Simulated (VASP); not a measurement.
Here is a VASP 6.6.1 calculation.

The input POSCAR:

```
MgZn3O4
1.0
    8.5064530000      0.0000000000      0.0000000000
    0.0000000000      8.5064530000      0.0000000000
    0.0000000000      0.0000000000      8.5064530000
O Zn Mg
32 24 8
Direct
    0.2493920000      0.0005450000      0.0015600000
    0.2490040000      0.0004400000      0.4982560000
    0.2497820000      0.5003740000      0.9999520000
    0.2479870000      0.5001570000      0.4998130000
    0.7497720000      0.9979710000      0.9997280000
    0.7495530000      0.0006610000      0.4999870000
    0.7502590000      0.5016920000      0.9999560000
    0.7526310000      0.5006030000      0.5003220000
    0.9993080000      0.2506850000      0.9996630000
    0.9975950000      0.2528400000      0.4999230000
    0.9981720000      0.7495170000      0.9998320000
    0.9973890000      0.7476520000      0.4996470000
    0.4999020000      0.2507990000      0.0000170000
    0.5011360000      0.2511470000      0.5000800000
    0.5019610000      0.7498110000      0.0021000000
    0.5015530000      0.7496850000      0.4983170000
    0.9996590000      0.0005410000      0.2497730000
    0.9981540000      0.0003670000      0.7497770000
    0.0003790000      0.5005940000      0.2515570000
    0.9999870000      0.5000120000      0.7482400000
    0.4988320000      0.9981920000      0.2497390000
    0.5007750000      0.0005110000      0.7501670000
    0.4995210000      0.5017840000      0.2502060000
    0.4996050000      0.5005110000      0.7501370000
    0.2495300000      0.2484920000      0.2496220000
    0.2496600000      0.2501760000      0.7499840000
    0.2517480000      0.7530190000      0.2502030000
    0.2498870000      0.7506540000      0.7501230000
    0.7492440000      0.2483160000      0.2518330000
    0.7489660000      0.2480080000      0.7477590000
    0.7468280000      0.7531360000      0.2498910000
    0.7496620000      0.7530750000      0.7502020000
    0.9996900000      0.0002330000      0.9996610000
    0.9991310000      0.0005290000      0.5000110000
    0.0001500000      0.5000730000      0.9998250000
    0.4995520000      0.0000410000      0.0002150000
    0.4996550000      0.0002860000      0.4997570000
    0.4997650000      0.5001570000      0.9999300000
    0.4994980000      0.5003580000      0.5002210000
    0.2495910000      0.2503800000      0.9997340000
    0.2495300000      0.2503100000      0.5000350000
    0.2497650000      0.7503910000      0.9999970000
    0.2496310000      0.7505800000      0.5000500000
    0.7495900000      0.2504420000      0.9998380000
    0.2495860000      0.0004700000      0.7499560000
    0.2497350000      0.5003200000      0.2497810000
    0.2498540000      0.5004080000      0.7501130000
    0.7498020000      0.5007260000      0.2501750000
    0.7498960000      0.5002140000      0.7498450000
    0.9995070000      0.2506810000      0.2498690000
    0.9996090000      0.2503940000      0.7497860000
    0.9994420000      0.7504920000      0.2499570000
    0.9997830000      0.7503200000      0.7498410000
    0.4992970000      0.2502960000      0.2498500000
    0.4992740000      0.2503740000      0.7501010000
    0.4996570000      0.7504710000      0.7502230000
    0.0010220000      0.5003350000      0.4999400000
    0.7490500000      0.2511270000      0.4999750000
    0.7501600000      0.7492420000      0.9996000000
    0.7495910000      0.7500330000      0.5004090000
    0.2489200000      0.0009900000      0.2498950000
    0.7497230000      0.0010670000      0.2492790000
    0.7494160000      0.0009740000      0.7505410000
    0.4986380000      0.7495010000      0.2499810000
```

File INCAR.step1:

```
SYSTEM = MgZn3O4
  ALGO = Normal
  EDIFF = 1E-5
  ENCUT = 520
  GGA = PE
  GGA_COMPAT = .False.
  ISIF = 2
  ISMEAR = -1
  ISYM = -1
  KPAR = 1
  LASPH = .True.
  LCHARG = .False.
  LREAL = Auto
  LWAVE = .True.
  NBANDS = 286
  NELM = 120
  PREC = Accurate
  SIGMA = 0.05
```

Contents of INCAR.step2:

```
SYSTEM = MgZn3O4
  ALGO = Normal
  EDIFF = 1E-6
  ENCUT = 520
  GGA = PE
  GGA_COMPAT = .False.
  HFSCREEN = 0.2079
  ISIF = 2
  ISMEAR = -1
  ISTART = 1
  ISYM = -1
  KPAR = 1
  LASPH = .True.
  LCHARG = .False.
  LHFCALC = .True.
  LREAL = Auto
  LWAVE = .False.
  NBANDS = 286
  NELM = 120
  PREC = Accurate
  PRECFOCK = Fast
  SIGMA = 0.05
```

Contents of KPOINTS:

```
explicit points
1
Reciprocal
  0.25000000   0.25000000   0.25000000 1
```

Potentials or basis: VASP PAW PBE potentials, release 64 (O, Zn, Mg).

Launch:

```bash
$ cat potpaw_PBE.64/O/POTCAR potpaw_PBE.64/Zn/POTCAR potpaw_PBE.64/Mg/POTCAR > POTCAR
$ cp INCAR.step1 INCAR
$ mpirun -np 4 vasp_std > vasp.out
$ cp INCAR.step2 INCAR
$ mpirun -np 4 vasp_std > vasp.out
```

Q: What does it give for the largest force?

A: 0.139 eV/Å.

Q: What does it give for the pressure?

A: 1.3 GPa.

Forces in eV/Å, atoms in the order of the input:
```
O   -0.007 -0.005  0.099
O    0.001  0.007 -0.097
O   -0.011  0.002  0.004
O   -0.112  0.006  0.004
O    0.008 -0.061  0.004
O    0.013 -0.006 -0.001
O    0.002  0.105 -0.005
O    0.062 -0.006 -0.008
O   -0.009  0.010  0.004
O   -0.094  0.100  0.001
O   -0.109 -0.003  0.006
O   -0.092 -0.087  0.006
O    0.007  0.003  0.001
O    0.107  0.002 -0.008
O    0.082 -0.016  0.082
O    0.100 -0.011 -0.089
O    0.004 -0.003  0.002
O   -0.094  0.005  0.002
O   -0.005 -0.001  0.098
O    0.006  0.007 -0.098
O    0.003 -0.065  0.007
O    0.097 -0.006 -0.002
O   -0.010  0.104 -0.001
O    0.001  0.000 -0.007
O    0.011 -0.112  0.009
O    0.005 -0.013 -0.002
O    0.093  0.089 -0.010
O    0.007  0.011 -0.004
O   -0.005 -0.107  0.089
O    0.009 -0.098 -0.079
O   -0.066  0.073  0.004
O   -0.012  0.079 -0.006
Zn  -0.024 -0.011  0.012
Zn  -0.037  0.001 -0.012
Zn  -0.012  0.015 -0.001
Zn   0.024 -0.028  0.026
Zn   0.036 -0.014 -0.027
Zn   0.009  0.031  0.013
Zn   0.028  0.015 -0.013
Zn   0.002 -0.013  0.014
Zn  -0.014  0.002 -0.014
Zn   0.016  0.013  0.029
Zn  -0.002 -0.004 -0.029
Zn   0.000 -0.028 -0.003
Zn   0.001  0.000  0.001
Zn   0.000  0.016  0.013
Zn  -0.015 -0.002 -0.013
Zn   0.000  0.027  0.026
Zn   0.013  0.013 -0.025
Zn  -0.011 -0.011  0.028
Zn  -0.026  0.001 -0.029
Zn  -0.026  0.009  0.013
Zn  -0.038 -0.003 -0.015
Zn   0.013 -0.028  0.014
Zn   0.028 -0.013 -0.013
Zn   0.039  0.013  0.002
Mg  -0.044 -0.002  0.002
Mg   0.025 -0.020  0.002
Mg  -0.026  0.046  0.024
Mg   0.001  0.020 -0.025
Mg   0.026 -0.022 -0.002
Mg  -0.026 -0.047  0.022
Mg   0.001 -0.021 -0.022
Mg   0.045  0.047 -0.003
```

Caveat: the PAW data sets were made with another functional, which shifts forces and pressure a little.
